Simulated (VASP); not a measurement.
Write the native input for VASP 6.6.1 that does the following.

| Item | Value |
| --- | --- |
| Task | single point |
| Functional | PBE |
| Potentials or basis | VASP PAW PBE potentials, release 64 (Zr_sv, O) |
| Cutoff | 600 eV |
| k mesh | 6 × 6 × 6 |
| Occupations | gaussian, width 0.01 eV |
| Spin | no spin polarisation |
| Dipole correction | no |
| Further INCAR settings | ALGO = Normal; EDIFF = 1e-06; NBANDS = 19 |

The structure of ZrO2 (Cubic zirconia) lies in POSCAR:

```
ZrO2
1.0
    3.5850310000      0.0000000000      0.0000000000
    1.7925155000      3.1047279194      0.0000000000
    1.7925155000      1.0349093065      2.9271655540
Zr O
1 2
Direct
    0.0000000000      0.0000000000      0.0000000000
    0.2500000000      0.2500000000      0.2500000000
    0.7500000000      0.7500000000      0.7500000000
```

These files were run (other wordings do the same):

INCAR

```
  PREC = Accurate
  ENCUT = 600
  EDIFF = 1E-6
  ISMEAR = 0
  SIGMA = 0.01
  LREAL = False
  LASPH = True
  NELM = 120
  ALGO = Normal
  ISIF = 2
  LWAVE = False
  LCHARG = False
  GGA = PE
  NBANDS = 19
  GGA_COMPAT = False
```

KPOINTS

```
Automatic mesh
0
Gamma
  6 6 6
```

Potentials or basis: VASP PAW PBE potentials, release 64 (Zr_sv, O).

Launch:

```bash
$ cat potpaw_PBE.64/Zr_sv/POTCAR potpaw_PBE.64/O/POTCAR > POTCAR
$ mpirun -np 1 vasp_std > vasp.out
```

Results of the run:

The pressure is 6.9 GPa and the band gap on the k mesh is 3.39 eV, indirect (least direct gap 3.84 eV).

Wall time 30 s on 1 thread of AMD EPYC 7R13, with other jobs on the host, peak memory 0.14 GiB.
